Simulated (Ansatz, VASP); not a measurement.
One calculation of In, two programs

```
In
1.0
     3.20690    0.00000    0.00000
    -1.60345    2.77726    0.00000
     0.00000    0.00000    5.29677
In
2
Direct
  0.33333 0.66667 0.25000
  0.66667 0.33333 0.75000
```

Alike in both runs: task single point; functional r2SCAN; k mesh 15 × 15 × 8; occupations gaussian, width 0.1 eV; no spin polarisation.

|  | VASP | Ansatz |
| --- | --- | --- |
| version | VASP 6.6.1 | Ansatz 0.2.0 |
| potentials or method | VASP PAW PBE potentials, release 64 (In_d), cutoff 520 eV | scalar-relativistic, plane waves, PAW |
| valence electrons in the cell | 26 | 26 |

```tsv
	VASP	Ansatz	Ansatz less VASP
gap on the k mesh at the Fermi level (eV)	none	none	-
pressure (GPa)	6.4	6.3	-0.09
traceless stress, the component that is largest in VASP (GPa)	0.38	0.39	+0.001
```

VASP's potentials were made for PBE, not for r2SCAN. A gap of «none» marks a metal or a gap that the smearing closes. The functional is the same, so the differences come from potentials, cutoffs and numerics.
